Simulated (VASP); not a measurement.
# Sn4CO5 in VASP: single point with PBE+D3(BJ)

Aim: the single point of Sn4CO5 with PBE+D3(BJ).

Program: VASP 6.6.1. These are calculated values, not measurements. Logs are shortened: lines on timing, memory, paths and dates and some standing lists are left out, and cuts for length are marked.

### 1 The cell of the first run

The cell holds a slab with vacuum, 10 atoms: a = 3.836 Å, b = 6.114 Å, c = 23.572 Å, α = 90.00°, β = 90.00°, γ = 90.00°.

### 2 Single point, PBE+D3(BJ)

File INCAR:

```
SYSTEM = Sn4CO5
PREC = Accurate
ENCUT = 520
EDIFF = 1E-6
ISMEAR = 0
SIGMA = 0.1
LREAL = .FALSE.
LASPH = .TRUE.
NELM = 120
ALGO = Normal
ISIF = 2
LWAVE = .FALSE.
LCHARG = .FALSE.
LDIPOL = .TRUE.
IDIPOL = 3
DIPOL = 0.5 0.5 0.317
GGA = PE
IVDW = 12
NBANDS = 56
GGA_COMPAT = .FALSE.
NELMDL = -8
```

File KPOINTS:

```
regular mesh
0
G
  7 5 1
  0 0 0
```

File POSCAR:

```
Sn4CO5
1.0
    3.8363720907      0.0000000000      0.0000000000
    0.0000000000      6.1139356269      0.0000000000
    0.0000000000      0.0000000000     23.5716647277
O Sn C
5 4 1
Direct
    0.0000000000      0.3937311019      0.1696952696
    0.5000000000      0.5905966528      0.2330578881
    0.0000000000      0.7891442682      0.2961091540
    0.5000000000      0.9914786557      0.3572791665
    0.7500000000      1.2414786557      0.5015201457
    0.5000000000      0.2462583270      0.2005207373
    0.0000000000      0.7380694276      0.2022324204
    0.5000000000      0.6484830792      0.3298598435
    0.0000000000      0.1189669824      0.3265941608
    0.7500000000      1.2414786557      0.5503075357
```

Potentials or basis: VASP PAW PBE potentials, release 64 (O, Sn_d, C).

Launch:

```console
cat potpaw_PBE.64/O/POTCAR potpaw_PBE.64/Sn_d/POTCAR potpaw_PBE.64/C/POTCAR > POTCAR
mpirun -np 1 vasp_std > vasp.out
```

OUTCAR:

```text
SYSTEM = Sn4CO5
   PREC = Accurate
   ENCUT = 520
   EDIFF = 1E-6
   ISMEAR = 0
   LREAL = .FALSE.
   LASPH = .TRUE.
   NELM = 120
   ISIF = 2
   GGA = PE
   IVDW = 12
   NELMDL = -8
 IVDW          = 12

 ion  position               nearest neighbor table
   1  0.000  0.394  0.170-   7 2.24   6 2.24   6 2.24
   2  0.500  0.591  0.233-   7 2.24   7 2.24   6 2.24   8 2.31
   3  0.000  0.789  0.296-   9 2.14   7 2.23   8 2.25   8 2.25
   4  0.500  0.991  0.357-   9 2.19   9 2.19   8 2.19
   5  0.750  0.241  0.502-  10 1.15
   6  0.500  0.246  0.201-   1 2.24   1 2.24   2 2.24   7 3.57   7 3.57   9 3.62   9 3.62   7 3.65
                             7 3.65
   7  0.000  0.738  0.202-   3 2.23   1 2.24   2 2.24   2 2.24   6 3.57   6 3.57   8 3.61   8 3.61
                             6 3.65   6 3.65   9 3.74
   8  0.500  0.648  0.330-   4 2.19   3 2.25   3 2.25   2 2.31   9 3.46   9 3.46   7 3.61   7 3.61

   9  0.000  0.119  0.327-   3 2.14   4 2.19   4 2.19   8 3.46   8 3.46   6 3.62   6 3.62   7 3.74

  10  0.750  0.241  0.550-   5 1.15

  LATTYP: Found a simple orthorhombic cell.
 ALAT       =     3.8363720907
 B/A-ratio  =     1.5936763907
 C/A-ratio  =     6.1442592560

  Lattice vectors:

 A1 = (   3.8363720907,   0.0000000000,   0.0000000000)
 A2 = (   0.0000000000,   6.1139356269,   0.0000000000)
 A3 = (   0.0000000000,   0.0000000000,  23.5716647277)

Analysis of symmetry for initial positions (statically):
=====================================================================
 Subroutine PRICEL returns:
 Original cell was already a primitive cell.

 Routine SETGRP: Setting up the symmetry group for a
 simple orthorhombic supercell.

 Subroutine GETGRP returns: Found  1 space group operations
 (whereof  1 operations were pure point group operations)
 out of a pool of  8 trial point group operations.

The static configuration has the point symmetry C_1 .

Analysis of symmetry for dynamics (positions and initial velocities):
=====================================================================
 Subroutine PRICEL returns:
 Original cell was already a primitive cell.

 Routine SETGRP: Setting up the symmetry group for a
 simple orthorhombic supercell.

 Subroutine GETGRP returns: Found  1 space group operations
 (whereof  1 operations were pure point group operations)
 out of a pool of  8 trial point group operations.

The dynamic configuration has the point symmetry C_1 .

 Subroutine INISYM returns: Found  1 space group operations
 (whereof  1 operations are pure point group operations),
 and found     1 'primitive' translations

----------------------------------------------------------------------------------------

                                     Primitive cell

  volume of cell :     552.8812

  direct lattice vectors                    reciprocal lattice vectors
     3.836372091  0.000000000  0.000000000     0.260662933  0.000000000  0.000000000
     0.000000000  6.113935627  0.000000000     0.000000000  0.163560767  0.000000000
     0.000000000  0.000000000 23.571664728     0.000000000  0.000000000  0.042423817

  length of vectors
     3.836372091  6.113935627 23.571664728     0.260662933  0.163560767  0.042423817

  position of ions in fractional coordinates (direct lattice)
     0.000000000  0.393731102  0.169695270
     0.500000000  0.590596653  0.233057888
     0.000000000  0.789144268  0.296109154
     0.500000000  0.991478656  0.357279166
     0.750000000  0.241478656  0.501520146
     0.500000000  0.246258327  0.200520737
     0.000000000  0.738069428  0.202232420
     0.500000000  0.648483079  0.329859844
     0.000000000  0.118966982  0.326594161
     0.750000000  0.241478656  0.550307536

  ion indices of the primitive-cell ions
   primitive index   ion index
                 1           1
                 2           2
                 3           3
                 4           4
                 5           5
                 6           6
                 7           7
                 8           8
                 9           9
                10          10

----------------------------------------------------------------------------------------

 KPOINTS: regular mesh

Automatic generation of k-mesh.
 Grid dimensions read from file:
 generate k-points for:    7    5    1

 Generating k-lattice:

  Cartesian coordinates                     Fractional coordinates (reciprocal lattice)
     0.037237562  0.000000000  0.000000000     0.142857143  0.000000000  0.000000000
     0.000000000  0.032712153  0.000000000     0.000000000  0.200000000  0.000000000
     0.000000000  0.000000000  0.042423817     0.000000000  0.000000000  1.000000000

  Length of vectors
     0.037237562  0.032712153  0.042423817

  Shift w.r.t. Gamma in fractional coordinates (k-lattice)
     0.000000000  0.000000000  0.000000000

 Subroutine IBZKPT returns following result:
 ===========================================

 Found     18 irreducible k-points:

 Following reciprocal coordinates:
            Coordinates               Weight
  0.000000  0.000000  0.000000      1.000000
  0.142857  0.000000  0.000000      2.000000
  0.285714  0.000000  0.000000      2.000000
  0.428571  0.000000  0.000000      2.000000
  0.000000  0.200000  0.000000      2.000000
  0.142857  0.200000  0.000000      2.000000
[... 10 lines left out ...]
  0.428571  0.400000  0.000000      2.000000
  0.428571 -0.400000  0.000000      2.000000
   k-points           NKPTS =     18   k-points in BZ     NKDIM =     18   number of bands    NBANDS=     56
   number of dos      NEDOS =    301   number of ions     NIONS =     10
   total plane-waves  NPLWV = 259200
   dimension x,y,z NGX =    30 NGY =   48 NGZ =  180
   dimension x,y,z NGXF=    60 NGYF=   96 NGZF=  360
   ions per type =               5   4   1
   NGX,Y,Z   is equivalent  to a cutoff of  13.00, 13.05, 12.70 a.u.
   NGXF,Y,Z  is equivalent  to a cutoff of  26.00, 26.10, 25.39 a.u.
 SYSTEM =  Sn4CO5
   PREC   = accura    normal or accurate (medium, high low for compatibility)
   ISTART =      0    job   : 0-new  1-cont  2-samecut
   ICHARG =      2    charge: 1-file 2-atom 10-const
   ISPIN  =      1    spin polarized calculation?
   LNONCOLLINEAR =      F non collinear calculations
   LSORBIT =      F    spin-orbit coupling
   LASPH  =      T    aspherical Exc in radial PAW
   ENCUT  =  520.0 eV  38.22 Ry    6.18 a.u.   7.13 11.37 43.83*2*pi/ulx,y,z
   NELM   =    120;   NELMIN=  2; NELMDL= -8     # of ELM steps
   EDIFF  = 0.1E-05   stopping-criterion for ELM
   LREAL  =      F    real-space projection
   EDIFFG = 0.1E-04   stopping-criterion for IOM
   NSW    =      0    number of steps for IOM
   IBRION =     -1    ionic relax: 0-MD 1-quasi-New 2-CG
   NFREE  =      0    steps in history (QN), initial steepest desc. (CG)
   ISIF   =      2    stress and relaxation
   ISYM   =      2    0-nonsym 1-usesym 2-fastsym
   POTIM  = 0.5000    time-step for ionic-motion
   TEBEG  =    0.0;   TEEND  =   0.0 temperature during run
   PSTRESS=    0.0 pullay stress
   NELECT =      90.0000    total number of electrons
   NUPDOWN=      -1.0000    fix difference up-down
   EMIN   =  10.00;   EMAX   =-10.00  energy-range for DOS
   EFERMI =   0.00;   METHOD = LEGACY
   ISMEAR =     0;   SIGMA  =   0.10  broadening in eV -4-tet -1-fermi 0-gaus
   EFERMI_NEDOS =   21; number of points for ismear=-14 and -15
   IALGO  =     38    algorithm
   IMIX   =      4    mixing-type and parameters
     AMIX     =   0.40;   BMIX     =  1.00
     AMIX_MAG =   1.60;   BMIX_MAG =  1.00
  volume/ion in A,a.u.               =      55.29       373.10
  Fermi-wavevector in a.u.,A,eV,Ry     =   0.893878  1.689185 10.871305  0.799018
  Thomas-Fermi vector in A             =   2.016012
   LORBIT       =      0    0 simple, 1 ext, 2 COOP (PROOUT), +10 PAW based schemes
   GGA     = PE    functional components
   LHFCALC =     F    Hartree Fock is set to
   AEXX    =    0.0000 exact exchange contribution
   IVDW    =    12    specifies the selected vdW correction
   LEPSILON=     F    determine dielectric tensor
   LRPA    =     F    only Hartree local field effects (RPA)
 non-spin polarized calculation
 Gauss-broadening in eV      SIGMA  =   0.10
  energy-cutoff  :      520.00
  volume of cell :      552.88
 maximum number of plane-waves:     14927
 NGX is ok and might be reduce to    30
   NGX = 15   NGY = 23   NGZ = 87

 dipolmoment           0.000000      0.000000      0.000043 electrons x Angstroem

 number of electron      90.0000017 magnetization

 dipolmoment           0.000000      0.000000     -0.006045 electrons x Angstroem

 Free energy of the ion-electron system (eV)
  ---------------------------------------------------
  ext. energy  EPLUGINS =         0.00000000
  ---------------------------------------------------
  free energy    TOTEN  =       -59.07131418 eV

  energy without entropy =      -59.07131418  energy(sigma->0) =      -59.07131418

 E-fermi :  -0.9889     XC(G=0):  -3.8628

 val. band max:       -1.4102588213   @ k =   0.0000   0.0000   0.0000
 cond. band min:      -0.5061121524   @ k =   0.0000   0.2000   0.0000
 fundamental gap:      0.9041466690
 Fermi energy:        -0.9889009242

 k-point     1 :       0.0000    0.0000    0.0000
  band No.  band energies     occupation
      1     -26.2680      2.00000
      2     -23.0941      2.00000
      3     -22.9664      2.00000
      4     -22.9360      2.00000
      5     -22.8903      2.00000
      6     -22.8281      2.00000
[... 1051 lines left out ...]
     55       3.7082      0.00000
     56       4.2498      0.00000

------------------------ aborting loop because EDIFF is reached ----------------------------------------

 vacuum level on the upper side and lower side of the slab       (xc-potential included)        -0.167        -0.123

 Edisp (eV)   -1.27738

 E8    (eV) :    -0.5647

  FORCE on cell =-STRESS in cart. coord.  units (eV):
  Direction    XX          YY          ZZ          XY          YZ          ZX
  --------------------------------------------------------------------------------------
  -------------------------------------------------------------------------------------
  Total      -4.61574    -1.52553    -0.96929     0.00834     0.02496     0.02006
  in kB     -13.37582    -4.42077    -2.80889     0.02416     0.07234     0.05814
  external pressure =       -6.87 kB  Pullay stress =        0.00 kB

 VOLUME and BASIS-vectors are now :
 -----------------------------------------------------------------------------
  energy-cutoff  :      520.00
  volume of cell :      552.88
      direct lattice vectors                 reciprocal lattice vectors
     3.836372091  0.000000000  0.000000000     0.260662933  0.000000000  0.000000000
     0.000000000  6.113935627  0.000000000     0.000000000  0.163560767  0.000000000
     0.000000000  0.000000000 23.571664728     0.000000000  0.000000000  0.042423817

 POSITION                                       TOTAL-FORCE (eV/Angst)
 -----------------------------------------------------------------------------------
      0.00000      2.40725      4.00000         0.000061     -0.331384      0.307868
      1.91819      3.61087      5.49356        -0.000177     -0.245755      0.378953
      0.00000      4.82478      6.97979        -0.001273     -0.012566     -0.000807
      1.91819      6.06184      8.42166        -0.003283     -0.010923      0.029616
      2.87728      1.47638     11.82166         0.010381      0.008967      0.701673
      1.91819      1.50561      4.72661         0.000032      1.260299     -0.109316
      0.00000      4.51251      4.76695         0.000005     -0.679810     -0.631740
      1.91819      3.96478      7.77535         0.000375     -0.076597      0.053831
      0.00000      0.72736      7.69837        -0.002078      0.093465      0.010592
      2.87728      1.47638     12.97166        -0.004044     -0.005698     -0.740669
 -----------------------------------------------------------------------------------
    total drift:                                0.000003      0.000208     -0.002036

  FREE ENERGIE OF THE ION-ELECTRON SYSTEM (eV)
  ---------------------------------------------------
  free  energy   TOTEN  =       -60.3486936379 eV

  energy  without entropy=      -60.3486936379  energy(sigma->0) =      -60.34869364

 vacuum level on the upper side and lower side of the slab         3.127         3.173
```

Wall time 43 min (1 thread of Intel Xeon 8259CL, shared host); peak memory 0.83 GiB.

Results:

```
Free energy                : -60.3487 eV
Largest force              : 1.265 eV/Å
Band gap on the k mesh     : 0.90 eV (least direct gap 0.95 eV)
Dispersion energy per atom : -0.128 eV
```

Forces on the atoms (eV/Å):
```
O    0.000 -0.331  0.308
O    0.000 -0.246  0.379
O   -0.001 -0.013 -0.001
O   -0.003 -0.011  0.030
O    0.010  0.009  0.702
Sn   0.000  1.260 -0.109
Sn   0.000 -0.680 -0.632
Sn   0.000 -0.077  0.054
Sn  -0.002  0.093  0.011
C   -0.004 -0.006 -0.741
```

Caveat: spin-orbit coupling is left out, which moves the levels of the heavy elements.
